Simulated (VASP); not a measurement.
Crystal: TiSi2.

```
Ti Si
1.0
    -1.47287    1.71213    4.21208
     1.47287   -1.71213    4.21208
     1.47287    1.71213   -4.21208
Ti Si
1 2
Cartesian
  0.0000 0.0000 0.0000
  0.0000 0.0000 5.6448
  0.0000 0.0000 2.7793
```

* Program: VASP 6.6.1
* Task: relaxation of cell and atoms
* Functional: LDA
* Potentials or basis: VASP PAW LDA potentials, release 64 (Ti_sv, Si)
* Cutoff: 600 eV
* k mesh: 12 × 12 × 12
* Occupations: fermi-dirac, width 0.05 eV
* Spin: no spin polarisation

At the start: pressure -6.4 GPa; volume 14.16 Å³/atom.

Question: Where does the relaxation end?

Answer: Over 8 steps the energy falls by 13.5 meV/atom and the volume is 13.54 Å³/atom (-4.4 %); space group Immm (No. 71, to 0.1 Å) before and after.

The path:
| step | energy change (eV) | largest force (eV/Å) | pressure (GPa) | volume (Å³) |
| --- | --- | --- | --- | --- |
| 1 | 0.0000 | 0.1101 | -6.40 | 42.49 |
| 2 | -0.0116 | 0.0017 | 6.34 | 39.10 |
| 3 | -0.0403 | 0.0527 | -0.01 | 40.60 |
| 4 | -0.0403 | 0.0513 | 0.12 | 40.56 |
| 5 | -0.0405 | 0.0295 | 0.14 | 40.57 |
| 6 | -0.0406 | 0.0001 | 0.14 | 40.57 |
| 7 | -0.0406 | 0.0001 | -0.16 | 40.65 |
| 8 | -0.0406 | 0.0000 | 0.00 | 40.61 |

Final structure:
```
Ti Si
1.0
    -1.45352    1.68858    4.13619
     1.45352   -1.68858    4.13619
     1.45352    1.68858   -4.13619
Ti Si
1 2
Direct
  0.00000 0.00000 0.00000
  0.66906 0.66906 0.00000
  0.33094 0.33094 0.00000
```
